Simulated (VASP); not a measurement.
# SrTiO3 (Pm-3m) in VASP: single point with LDA

Aim: the single point of SrTiO3 with LDA.

Everything below comes from runs of VASP 6.6.1. Logs are shortened: lines on timing, memory, paths and dates and some standing lists are left out, and cuts for length are marked.

**1. The cell of the first run**

The structure is cubic, space group Pm-3m (No. 221). The conventional cell has a = 3.854 Å, b = 3.854 Å, c = 3.854 Å, α = 90.00°, β = 90.00°, γ = 90.00°. Within 3.6 Å of Sr (site symmetry m-3m) lie 12 O at 2.73 Å and 8 Ti at 3.34 Å. Within 2.6 Å of Ti (site symmetry m-3m) lie 6 O at 1.93 Å. Within 2.6 Å of O (site symmetry 4/mmm) lie 2 Ti at 1.93 Å.

**2. Single point, LDA**

Input file INCAR:

```
SYSTEM = SrTiO3
  PREC = Accurate
  ENCUT = 910
  EDIFF = 1E-6
  ISMEAR = -1
  SIGMA = 0.05
  LREAL = .False.
  LASPH = .True.
  NELM = 120
  ALGO = Normal
  ISIF = 2
  LWAVE = .False.
  LCHARG = .True.
  GGA = CA
  LELF = .True.
  LVHAR = .True.
  NBANDS = 28
  GGA_COMPAT = .False.
```

Input file KPOINTS:

```
regular mesh
0
Gamma
  8 8 8
  0 0 0
```

Input file POSCAR:

```
SrTiO3
1.0
    3.8542043497      0.0000000000      0.0000000000
    0.0000000000      3.8542043497      0.0000000000
    0.0000000000      0.0000000000      3.8542043497
Sr Ti O
1 1 3
Direct
    0.5000000000      0.5000000000      0.5000000000
    0.0000000000      0.0000000000      0.0000000000
    0.5000000000      0.0000000000      0.0000000000
    0.0000000000      0.5000000000      0.0000000000
    0.0000000000      0.0000000000      0.5000000000
```

Potentials or basis: VASP PAW LDA potentials, release 64 (Sr_sv, Ti_sv, O_h).

On the command line:

```sh
> cat potpaw_LDA.64/Sr_sv/POTCAR potpaw_LDA.64/Ti_sv/POTCAR potpaw_LDA.64/O_h/POTCAR > POTCAR
> mpirun -np 1 vasp_std > vasp.out
```

OUTCAR:

```text
SYSTEM = SrTiO3
   PREC = Accurate
   ENCUT = 910
   EDIFF = 1E-6
   ISMEAR = -1
   LREAL = .False.
   LASPH = .True.
   NELM = 120
   ISIF = 2
   GGA = CA

 ion  position               nearest neighbor table
   1  0.500  0.500  0.500-   3 2.73   4 2.73   5 2.73   3 2.73   4 2.73   3 2.73   5 2.73   3 2.73
                             4 2.73   5 2.73   4 2.73   5 2.73   2 3.34   2 3.34   2 3.34   2 3.34
   2  0.000  0.000  0.000-   3 1.93   4 1.93   5 1.93   5 1.93   4 1.93   3 1.93   1 3.34   1 3.34
                             1 3.34   1 3.34   1 3.34   1 3.34   1 3.34   1 3.34
   3  0.500  0.000  0.000-   2 1.93   2 1.93   1 2.73   1 2.73   1 2.73   1 2.73
   4  0.000  0.500  0.000-   2 1.93   2 1.93   1 2.73   1 2.73   1 2.73   1 2.73
   5  0.000  0.000  0.500-   2 1.93   2 1.93   1 2.73   1 2.73   1 2.73   1 2.73

  LATTYP: Found a simple cubic cell.
 ALAT       =     3.8542043497

  Lattice vectors:

 A1 = (   3.8542043497,   0.0000000000,   0.0000000000)
 A2 = (   0.0000000000,   3.8542043497,   0.0000000000)
 A3 = (   0.0000000000,   0.0000000000,   3.8542043497)

Analysis of symmetry for initial positions (statically):
=====================================================================
 Subroutine PRICEL returns:
 Original cell was already a primitive cell.

 Routine SETGRP: Setting up the symmetry group for a
 simple cubic supercell.

 Subroutine GETGRP returns: Found 48 space group operations
 (whereof 48 operations were pure point group operations)
 out of a pool of 48 trial point group operations.

The static configuration has the point symmetry O_h .

Analysis of symmetry for dynamics (positions and initial velocities):
=====================================================================
 Subroutine PRICEL returns:
 Original cell was already a primitive cell.

 Routine SETGRP: Setting up the symmetry group for a
 simple cubic supercell.

 Subroutine GETGRP returns: Found 48 space group operations
 (whereof 48 operations were pure point group operations)
 out of a pool of 48 trial point group operations.

The dynamic configuration has the point symmetry O_h .

 Subroutine INISYM returns: Found 48 space group operations
 (whereof 48 operations are pure point group operations),
 and found     1 'primitive' translations

----------------------------------------------------------------------------------------

                                     Primitive cell

[... 97 lines left out ...]
   LREAL  =      F    real-space projection
   EDIFFG = 0.1E-04   stopping-criterion for IOM
   NSW    =      0    number of steps for IOM
   IBRION =     -1    ionic relax: 0-MD 1-quasi-New 2-CG
   NFREE  =      0    steps in history (QN), initial steepest desc. (CG)
   ISIF   =      2    stress and relaxation
   ISYM   =      2    0-nonsym 1-usesym 2-fastsym
   POTIM  = 0.5000    time-step for ionic-motion
   TEBEG  =    0.0;   TEEND  =   0.0 temperature during run
   PSTRESS=    0.0 pullay stress
   NELECT =      40.0000    total number of electrons
   NUPDOWN=      -1.0000    fix difference up-down
   EMIN   =  10.00;   EMAX   =-10.00  energy-range for DOS
   EFERMI =   0.00;   METHOD = LEGACY
   ISMEAR =    -1;   SIGMA  =   0.05  broadening in eV -4-tet -1-fermi 0-gaus
   EFERMI_NEDOS =   21; number of points for ismear=-14 and -15
   IALGO  =     38    algorithm
   IMIX   =      4    mixing-type and parameters
     AMIX     =   0.40;   BMIX     =  1.00
     AMIX_MAG =   1.60;   BMIX_MAG =  1.00
  volume/ion in A,a.u.               =      11.45        77.27
  Fermi-wavevector in a.u.,A,eV,Ry     =   1.452647  2.745105 28.710787  2.110183
  Thomas-Fermi vector in A             =   2.570005
   LORBIT       =      0    0 simple, 1 ext, 2 COOP (PROOUT), +10 PAW based schemes
   GGA     = CA    functional components
   LHFCALC =     F    Hartree Fock is set to
   AEXX    =    0.0000 exact exchange contribution
   IVDW    =     0    specifies the selected vdW correction
   LEPSILON=     F    determine dielectric tensor
   LRPA    =     F    only Hartree local field effects (RPA)
 non-spin polarized calculation
  energy-cutoff  :      910.00
  volume of cell :       57.25
 maximum number of plane-waves:      3608
 NGX is ok and might be reduce to    40
   NGX = 19   NGY = 19   NGZ = 19

 number of electron      40.0000007 magnetization

 Free energy of the ion-electron system (eV)
  ---------------------------------------------------
  ext. energy  EPLUGINS =         0.00000000
  ---------------------------------------------------
  free energy    TOTEN  =       -44.20215753 eV

  energy without entropy =      -44.20215753  energy(sigma->0) =      -44.20215753

 E-fermi :   5.5422     XC(G=0): -12.0065

 val. band max:        4.6140866879   @ k =   0.5000   0.5000   0.5000
 cond. band min:       6.4356927782   @ k =   0.0000   0.0000   0.0000
 fundamental gap:      1.8216060902
 Fermi energy:         5.5422452031

 k-point     1 :       0.0000    0.0000    0.0000
  band No.  band energies     occupation
      1     -50.9497      2.00000
      2     -27.7625      2.00000
      3     -27.6300      2.00000
      4     -27.6300      2.00000
      5     -27.6300      2.00000
      6     -12.6574      2.00000
[... 733 lines left out ...]
     27      13.1722      0.00000
     28      13.5083      0.00000

 [... further k-points ...]

------------------------ aborting loop because EDIFF is reached ----------------------------------------

  FORCE on cell =-STRESS in cart. coord.  units (eV):
  Direction    XX          YY          ZZ          XY          YZ          ZX
  --------------------------------------------------------------------------------------
  -------------------------------------------------------------------------------------
  Total        0.2751599      0.2751599      0.2751599      0.0000000     -0.0000000      0.0000000
  in kB        7.7000151      7.7000151      7.7000151      0.0000000     -0.0000000      0.0000000
  external PRESSURE =       7.7000151 kB  Pullay stress =       0.0000000 kB

 VOLUME and BASIS-vectors are now :
 -----------------------------------------------------------------------------
  energy-cutoff  :      910.00
  volume of cell :       57.25
      direct lattice vectors                 reciprocal lattice vectors
     3.854204350  0.000000000  0.000000000     0.259456923  0.000000000  0.000000000
     0.000000000  3.854204350  0.000000000     0.000000000  0.259456923  0.000000000
     0.000000000  0.000000000  3.854204350     0.000000000  0.000000000  0.259456923

 POSITION                                       TOTAL-FORCE (eV/Angst)
 -----------------------------------------------------------------------------------
      1.92710      1.92710      1.92710         0.000000      0.000000      0.000000
      0.00000      0.00000      0.00000         0.000000      0.000000      0.000000
      1.92710      0.00000      0.00000         0.000000      0.000000      0.000000
      0.00000      1.92710      0.00000         0.000000      0.000000      0.000000
      0.00000      0.00000      1.92710         0.000000      0.000000      0.000000
 -----------------------------------------------------------------------------------
    total drift:                               -0.000000      0.000000     -0.000000

  FREE ENERGIE OF THE ION-ELECTRON SYSTEM (eV)
  ---------------------------------------------------
  free  energy   TOTEN  =       -44.2021575276 eV

  energy  without entropy=      -44.2021575267  energy(sigma->0) =      -44.20215753
```

Wall time 93 s (1 thread of AMD EPYC 9R45 (Zen 5), shared host); peak memory 0.25 GiB.

Results:

```yaml
Free_energy: -44.2022 eV
Pressure: 0.8 GPa
Band_gap_on_the_k_mesh: 1.82 eV (least direct gap 2.15 eV)
```

Caveat: the cutoff is under 1.25 times the usual one of these potentials, so pressure, stress and relaxed cells hold a basis-set (Pulay) error. A k mesh can miss the band edges.
